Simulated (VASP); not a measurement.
# SiN: single point with PBE

SiN:

```xyz
2
Lattice="2.6133 0.0000 0.0000 0.0000 2.6133 0.0000 0.0000 0.0000 2.6133" Properties=species:S:1:pos:R:3 pbc="T T T"
Si    1.3067    1.3067    1.3067
N     0.0000    0.0000    0.0000
```

- Program: VASP 6.6.1
- Task: single point
- Functional: PBE
- Potentials or basis: VASP PAW PBE potentials, release 64 (Si, N)
- Cutoff: 600 eV
- k mesh: 22 × 22 × 22
- Occupations: tetrahedron
- Spin: no spin polarisation

```json
{
  "Pressure": "0.3 GPa",
  "Band gap on the k mesh": "zero (an odd number of electrons rules out a gap without spin polarisation)"
}
```

Levels at points of the mesh, in eV from the Fermi level:
```tsv
k point	band 2	band 3	band 4	band 5	band 6	band 7
(0.00, 0.00, 0.00)	-2.65	-2.62	-2.62	-2.62	5.13	5.13
(0.50, 0.00, 0.00)	-12.33	-1.19	-1.19	1.84	4.28	7.82
(0.50, 0.50, 0.00)	-8.60	-8.60	-5.52	-0.13	6.88	6.88
(0.50, 0.50, 0.50)	-5.52	-5.52	-5.52	-1.54	-1.54	-1.54
```

Wall time 81 s on 1 thread of Intel Xeon 8259CL (shared host), peak memory 0.22 GiB.

Caveat: an odd number of electrons without spin polarisation forces a metal; a magnetic or distorted state may lie lower; tetrahedron occupations give inexact forces and stress in metals.
